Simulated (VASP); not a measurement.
# P (P6_3/mmc) in VASP: a series of runs, part 2 of 2

VASP 6.6.1.

## (3) Single point, LDA (12.89 Å³/atom)

This run uses another cell than the first one, of 12.89 Å³/atom.

INCAR

```
SYSTEM = P
  PREC = Accurate
  ENCUT = 520
  EDIFF = 1E-7
  ISMEAR = -1
  SIGMA = 0.1
  LREAL = .False.
  LASPH = .True.
  NELM = 100
  ALGO = Normal
  ISIF = 2
  LWAVE = .False.
  LCHARG = .False.
  GGA = CA
  NBANDS = 18
```

KPOINTS

```
regular mesh
0
Gamma
  18 18 5
  0 0 0
```

POSCAR

```
P
1.0
    2.5267666970      0.0000000000      0.0000000000
   -1.2633833485      2.1882441491      0.0000000000
    0.0000000000      0.0000000000      9.3222042293
P
4
Direct
    0.0000000000      1.0000000000      1.0000000000
    0.0000000000      1.0000000000      0.5000000000
    0.3333333333      0.6666666667      0.2500000000
    0.6666666667      0.3333333333      0.7500000000
```

Potentials or basis: VASP PAW LDA potentials, release 64 (P).

Launch:

```
$ cat potpaw_LDA.64/P/POTCAR > POTCAR
$ mpirun -np 1 vasp_std > vasp.out
```

OUTCAR:

```text
SYSTEM = P
   PREC = Accurate
   ENCUT = 520
   EDIFF = 1E-7
   ISMEAR = -1
   LREAL = .False.
   LASPH = .True.
   NELM = 100
   ISIF = 2
   GGA = CA

 ion  position               nearest neighbor table
   1  0.000  0.000  0.000-   3 2.75   4 2.75   4 2.75   3 2.75   4 2.75   3 2.75
   2  0.000  0.000  0.500-   3 2.75   4 2.75   4 2.75   3 2.75   4 2.75   3 2.75
   3  0.333  0.667  0.250-   1 2.75   2 2.75   1 2.75   2 2.75   1 2.75   2 2.75
   4  0.667  0.333  0.750-   1 2.75   2 2.75   1 2.75   2 2.75   1 2.75   2 2.75

  LATTYP: Found a hexagonal cell.
 ALAT       =     2.5267666970
 C/A-ratio  =     3.6893806778

  Lattice vectors:

 A1 = (   2.5267666970,   0.0000000000,   0.0000000000)
 A2 = (  -1.2633833485,   2.1882441491,   0.0000000000)
 A3 = (   0.0000000000,   0.0000000000,   9.3222042293)

Analysis of symmetry for initial positions (statically):
=====================================================================
 Subroutine PRICEL returns:
 Original cell was already a primitive cell.

 Routine SETGRP: Setting up the symmetry group for a
 hexagonal supercell.

 Subroutine GETGRP returns: Found 24 space group operations
 (whereof 12 operations were pure point group operations)
 out of a pool of 24 trial point group operations.

The static configuration has the point symmetry D_3d.
 The point group associated with its full space group is D_6h.

Analysis of symmetry for dynamics (positions and initial velocities):
=====================================================================
 Subroutine PRICEL returns:
 Original cell was already a primitive cell.

 Routine SETGRP: Setting up the symmetry group for a
 hexagonal supercell.

 Subroutine GETGRP returns: Found 24 space group operations
 (whereof 12 operations were pure point group operations)
 out of a pool of 24 trial point group operations.

The dynamic configuration has the point symmetry D_3d.
 The point group associated with its full space group is D_6h.

 Subroutine INISYM returns: Found 24 space group operations
[... 117 lines left out ...]
   EFERMI_NEDOS =   21; number of points for ismear=-14 and -15
   IALGO  =     38    algorithm
   IMIX   =      4    mixing-type and parameters
     AMIX     =   0.40;   BMIX     =  1.00
     AMIX_MAG =   1.60;   BMIX_MAG =  1.00
  volume/ion in A,a.u.               =      12.89        86.96
  Fermi-wavevector in a.u.,A,eV,Ry     =   1.194057  2.256440 19.398801  1.425772
  Thomas-Fermi vector in A             =   2.330056
   LORBIT       =      0    0 simple, 1 ext, 2 COOP (PROOUT), +10 PAW based schemes
   GGA     = CA    functional components
   LHFCALC =     F    Hartree Fock is set to
   AEXX    =    0.0000 exact exchange contribution
   IVDW    =     0    specifies the selected vdW correction
   LEPSILON=     F    determine dielectric tensor
   LRPA    =     F    only Hartree local field effects (RPA)
 non-spin polarized calculation
  energy-cutoff  :      520.00
  volume of cell :       51.54
 maximum number of plane-waves:      1427
 NGX is ok and might be reduce to    20
   NGX =  9   NGY =  9   NGZ = 35

 number of electron      19.9999999 magnetization

 Free energy of the ion-electron system (eV)
  ---------------------------------------------------
  ext. energy  EPLUGINS =         0.00000000
  ---------------------------------------------------
  free energy    TOTEN  =       -21.26639155 eV

  energy without entropy =      -21.20147081  energy(sigma->0) =      -21.23393118

 E-fermi :  11.5003     XC(G=0): -12.0576

 val. band max:       11.4943549715   @ k =   0.3333   0.0000   0.0000
 cond. band min:      11.5044654881   @ k =   0.2222   0.0000   0.2000
 fundamental gap:      0.0101105166
 Fermi energy:        11.5002548717

 k-point     1 :       0.0000    0.0000    0.0000
  band No.  band energies     occupation
      1      -6.0965      2.00000
      2      -4.5387      2.00000
      3      -4.5319      2.00000
      4      -1.1564      2.00000
      5       2.2129      2.00000
      6       8.5040      2.00000
[... 481 lines left out ...]
      5       4.5364      2.00000
      6       4.6997      2.00000
[... 10 lines left out ...]
     17      17.5519      0.00000
     18      18.4663      0.00000

 [... further k-points ...]
[... 5 lines left out ...]
  --------------------------------------------------------------------------------------
  -------------------------------------------------------------------------------------
  Total        3.3839874      3.3839874      2.7179678     -0.0000000      0.0000000     -0.0000000
  in kB      105.1864473    105.1864473     84.4841742     -0.0000000      0.0000000     -0.0000000
  external PRESSURE =      98.2856896 kB  Pullay stress =       0.0000000 kB

 VOLUME and BASIS-vectors are now :
 -----------------------------------------------------------------------------
  energy-cutoff  :      520.00
  volume of cell :       51.54
      direct lattice vectors                 reciprocal lattice vectors
     2.526766697  0.000000000  0.000000000     0.395762696  0.228493699  0.000000000
    -1.263383348  2.188244149  0.000000000     0.000000000  0.456987398  0.000000000
     0.000000000  0.000000000  9.322204229     0.000000000  0.000000000  0.107270767

 POSITION                                       TOTAL-FORCE (eV/Angst)
 -----------------------------------------------------------------------------------
      0.00000      0.00000      0.00000        -0.000000      0.000000      0.000000
      0.00000      0.00000      4.66110        -0.000000      0.000000      0.000000
     -0.00000      1.45883      2.33055        -0.000000      0.000000     -0.000000
      1.26338      0.72941      6.99165         0.000000     -0.000000     -0.000000
 -----------------------------------------------------------------------------------
    total drift:                                0.000000      0.000000      0.000000

  FREE ENERGIE OF THE ION-ELECTRON SYSTEM (eV)
  ---------------------------------------------------
  free  energy   TOTEN  =       -21.2663915541 eV

  energy  without entropy=      -21.2014708059  energy(sigma->0) =      -21.23393118
```

OSZICAR:

```text
N       E                     dE             d eps       ncg     rms          rms(c)
DAV:   1     0.457770147877E+02    0.45777E+02   -0.88009E+03  3996   0.972E+02
DAV:   2    -0.185526258551E+02   -0.64330E+02   -0.61620E+02  5408   0.156E+02
DAV:   3    -0.212901899932E+02   -0.27376E+01   -0.26960E+01  5180   0.290E+01
DAV:   4    -0.213116822275E+02   -0.21492E-01   -0.21422E-01  5052   0.313E+00
DAV:   5    -0.213118229902E+02   -0.14076E-03   -0.14073E-03  4938   0.241E-01    0.105E+01
DAV:   6    -0.212797212473E+02    0.32102E-01   -0.17244E-02  4766   0.636E-01    0.613E+00
DAV:   7    -0.212665258709E+02    0.13195E-01   -0.29581E-02  4412   0.830E-01    0.185E-01
DAV:   8    -0.212664013268E+02    0.12454E-03   -0.10449E-03  4576   0.193E-01    0.565E-02
DAV:   9    -0.212663910358E+02    0.10291E-04   -0.49340E-05  5234   0.393E-02    0.199E-02
DAV:  10    -0.212663915287E+02   -0.49294E-06   -0.39682E-06  4640   0.114E-02    0.915E-03
DAV:  11    -0.212663915541E+02   -0.25420E-07   -0.20394E-07  2936   0.257E-03
   1 F= -.21266392E+02 E0= -.21233931E+02  d E =-.649207E-01
```

Wall time 30 s (1 thread of Intel Xeon 6975P-C (Granite Rapids), shared host); peak memory 0.19 GiB.

Results:

- Free energy: -21.2664 eV
- Pressure: 9.8 GPa
- Band gap on the k mesh: zero (bands 10 and 11 overlap by 11.62 eV)

Stress tensor (GPa, compression positive):
```
10.52  0.00  0.00
 0.00 10.52  0.00
 0.00  0.00  8.45
```

Caveat: the cell stands under pressure.

## (4) Single point, LDA (13.45 Å³/atom)

This run uses another cell than the first one, of 13.45 Å³/atom.

INCAR

```
  ALGO = Normal
  EDIFF = 1E-6
  ENCUT = 520
  ISIF = 2
  ISMEAR = -1
  LASPH = True
  LCHARG = False
  LREAL = False
  LWAVE = False
  NBANDS = 18
  NELM = 100
  PREC = Accurate
  SIGMA = 0.1
```

KPOINTS

```
k-points
0
Gamma
  18 18 5
```

POSCAR

```
P
1.0
    2.5628682416      0.0000000000      0.0000000000
   -1.2814341208      2.2195090038      0.0000000000
    0.0000000000      0.0000000000      9.4553965705
P
4
Direct
    0.0000000000      1.0000000000      1.0000000000
    0.0000000000      1.0000000000      0.5000000000
    0.3333333333      0.6666666667      0.2500000000
    0.6666666667      0.3333333333      0.7500000000
```

Potentials or basis: VASP PAW LDA potentials, release 64 (P).

Launch:

```
$ cat potpaw_LDA.64/P/POTCAR > POTCAR
$ mpirun -np 1 vasp_std > vasp.out
```

OUTCAR:

```text
EDIFF = 1E-6
   ENCUT = 520
   ISIF = 2
   ISMEAR = -1
   LASPH = True
   LREAL = False
   NELM = 100
   PREC = Accurate

 ion  position               nearest neighbor table
   1  0.000  0.000  0.000-   3 2.79   4 2.79   4 2.79   3 2.79   4 2.79   3 2.79
   2  0.000  0.000  0.500-   3 2.79   4 2.79   4 2.79   3 2.79   4 2.79   3 2.79
   3  0.333  0.667  0.250-   1 2.79   2 2.79   1 2.79   2 2.79   1 2.79   2 2.79
   4  0.667  0.333  0.750-   1 2.79   2 2.79   1 2.79   2 2.79   1 2.79   2 2.79

  LATTYP: Found a hexagonal cell.
 ALAT       =     2.5628682416
 C/A-ratio  =     3.6893806779

[... 697 lines left out ...]
 [... further k-points ...]
[... 5 lines left out ...]
  --------------------------------------------------------------------------------------
  -------------------------------------------------------------------------------------
  Total        1.5521591      1.5521591      1.2696759      0.0000000      0.0000000      0.0000000
  in kB       46.2363848     46.2363848     37.8216528      0.0000000      0.0000000      0.0000000
  external PRESSURE =      43.4314741 kB  Pullay stress =       0.0000000 kB

 VOLUME and BASIS-vectors are now :
 -----------------------------------------------------------------------------
  energy-cutoff  :      520.00
  volume of cell :       53.79
      direct lattice vectors                 reciprocal lattice vectors
     2.562868242  0.000000000  0.000000000     0.390187831  0.225275049  0.000000000
    -1.281434121  2.219509004  0.000000000     0.000000000  0.450550098  0.000000000
     0.000000000  0.000000000  9.455396570     0.000000000  0.000000000  0.105759710

 POSITION                                       TOTAL-FORCE (eV/Angst)
 -----------------------------------------------------------------------------------
      0.00000      0.00000      0.00000         0.000000      0.000000     -0.000000
      0.00000      0.00000      4.72770         0.000000      0.000000     -0.000000
     -0.00000      1.47967      2.36385         0.000000      0.000000      0.000000
      1.28143      0.73984      7.09155        -0.000000     -0.000000     -0.000000
 -----------------------------------------------------------------------------------
    total drift:                                0.000000      0.000000      0.000000

  FREE ENERGIE OF THE ION-ELECTRON SYSTEM (eV)
  ---------------------------------------------------
  free  energy   TOTEN  =       -21.3650802625 eV

  energy  without entropy=      -21.2967781439  energy(sigma->0) =      -21.33092920
```

stdout:

```text
POSCAR found type information on POSCAR P
 POSCAR found :  1 types and       4 ions
 scaLAPACK will be used
 LDA part: xc-table for (Slater(with rela. corr.)+CA(PZ))
 , standard interpolation
 POSCAR, INCAR and KPOINTS ok, starting setup
 FFT: planning ... GRIDC
 FFT: planning ... GRID_SOFT
 FFT: planning ... GRID
 WAVECAR not read
 entering main loop
```

Wall time 28 s (1 thread of Intel Xeon 6975P-C (Granite Rapids), shared host); peak memory 0.19 GiB.

Results:

```yaml
Free_energy: -21.3651 eV
Pressure: 4.3 GPa
Band_gap_on_the_k_mesh: zero (bands 10 and 11 overlap by 11.11 eV)
```

Levels at points of the mesh, in eV from the Fermi level:
```
           k point  band 7  band 8  band 9  band 10  band 11  band 12  band 13  band 14
(0.00, 0.00, 0.00)   -2.87    4.93    7.09     7.09     7.66     7.66     7.80     7.80
(0.50, 0.00, 0.00)   -5.51   -5.33   -2.62    -1.66     1.95     2.20     2.75     3.38
```

Caveat: the cell stands under pressure.

## (5) Single point, LDA

This run uses another cell than the first one, of 14.01 Å³/atom.

INCAR

```
SYSTEM = P
  PREC = Accurate
  ENCUT = 520
  EDIFF = 1E-6
  ISMEAR = -1
  SIGMA = 0.1
  LREAL = .False.
  LASPH = .True.
  NELM = 80
  ALGO = Normal
  ISIF = 2
  LWAVE = .False.
  LCHARG = .False.
  NBANDS = 18
```

KPOINTS

```
Automatic mesh
0
Gamma
  18 18 5
  0 0 0
```

POSCAR

```
P
1.0
    2.5979803889      0.0000000000      0.0000000000
   -1.2989901945      2.2499170154      0.0000000000
    0.0000000000      0.0000000000      9.5849386483
P
4
Direct
    0.0000000000      1.0000000000      1.0000000000
    0.0000000000      1.0000000000      0.5000000000
    0.3333333333      0.6666666667      0.2500000000
    0.6666666667      0.3333333333      0.7500000000
```

Potentials or basis: VASP PAW LDA potentials, release 64 (P).

Launch:

```
$ cat potpaw_LDA.64/P/POTCAR > POTCAR
$ mpirun -np 1 vasp_std > vasp.out
```

OUTCAR:

```text
SYSTEM = P
   PREC = Accurate
   ENCUT = 520
   EDIFF = 1E-6
   ISMEAR = -1
   LREAL = .False.
   LASPH = .True.
   NELM = 80
   ISIF = 2

 ion  position               nearest neighbor table
   1  0.000  0.000  0.000-   3 2.83   4 2.83   4 2.83   3 2.83   4 2.83   3 2.83
   2  0.000  0.000  0.500-   3 2.83   4 2.83   4 2.83   3 2.83   4 2.83   3 2.83
   3  0.333  0.667  0.250-   1 2.83   2 2.83   1 2.83   2 2.83   1 2.83   2 2.83
   4  0.667  0.333  0.750-   1 2.83   2 2.83   1 2.83   2 2.83   1 2.83   2 2.83

  LATTYP: Found a hexagonal cell.
 ALAT       =     2.5979803889
 C/A-ratio  =     3.6893806779
[... 704 lines left out ...]
  --------------------------------------------------------------------------------------
  -------------------------------------------------------------------------------------
  Total       -0.0893490     -0.0893490     -0.0100819      0.0000000      0.0000000      0.0000000
  in kB       -2.5551052     -2.5551052     -0.2883099      0.0000000      0.0000000      0.0000000
  external PRESSURE =      -1.7995068 kB  Pullay stress =       0.0000000 kB

 VOLUME and BASIS-vectors are now :
 -----------------------------------------------------------------------------
  energy-cutoff  :      520.00
  volume of cell :       56.03
      direct lattice vectors                 reciprocal lattice vectors
     2.597980389  0.000000000  0.000000000     0.384914376  0.222230419  0.000000000
    -1.298990194  2.249917015  0.000000000     0.000000000  0.444460837  0.000000000
     0.000000000  0.000000000  9.584938648     0.000000000  0.000000000  0.104330350

 POSITION                                       TOTAL-FORCE (eV/Angst)
 -----------------------------------------------------------------------------------
      0.00000      0.00000      0.00000        -0.000000      0.000000      0.000000
      0.00000      0.00000      4.79247        -0.000000      0.000000      0.000000
     -0.00000      1.49994      2.39623         0.000000     -0.000000      0.000000
      1.29899      0.74997      7.18870         0.000000      0.000000      0.000000
 -----------------------------------------------------------------------------------
    total drift:                                0.000000      0.000000     -0.000000

  FREE ENERGIE OF THE ION-ELECTRON SYSTEM (eV)
  ---------------------------------------------------
  free  energy   TOTEN  =       -21.3939936093 eV

  energy  without entropy=      -21.3226312485  energy(sigma->0) =      -21.35831243
```

Run time: 30 s. Hardware: 1 thread of Intel Xeon 6975P-C (Granite Rapids), shared host; peak memory 0.19 GiB.

What came out:

```
Free energy            : -21.3940 eV
Pressure               : -0.2 GPa
Band gap on the k mesh : zero (bands 10 and 11 overlap by 10.62 eV)
```

## (6) Summary

```csv
cell,gap on the mesh (eV),pressure (GPa)
"a = 2.490, b = 2.490, c = 9.185 Å, angles 90.0, 90.0, 120.0°, 4 atoms",none,16.5
"a = 2.527, b = 2.527, c = 9.322 Å, angles 90.0, 90.0, 120.0°, 4 atoms",none,9.8
"a = 2.563, b = 2.563, c = 9.455 Å, angles 90.0, 90.0, 120.0°, 4 atoms",none,4.3
"a = 2.598, b = 2.598, c = 9.585 Å, angles 90.0, 90.0, 120.0°, 4 atoms",none,-0.2
```

Alike in all rows: task single point; level LDA; potentials or basis VASP PAW LDA potentials, release 64 (P); no spin polarisation; k mesh 18 × 18 × 5; cutoff (eV) 520; smearing fermi-dirac 0.1 eV.

Caveats: the cell stands under pressure (at least some runs).

Total energies depend on the potentials used, so only differences within one code and one set of settings carry meaning.
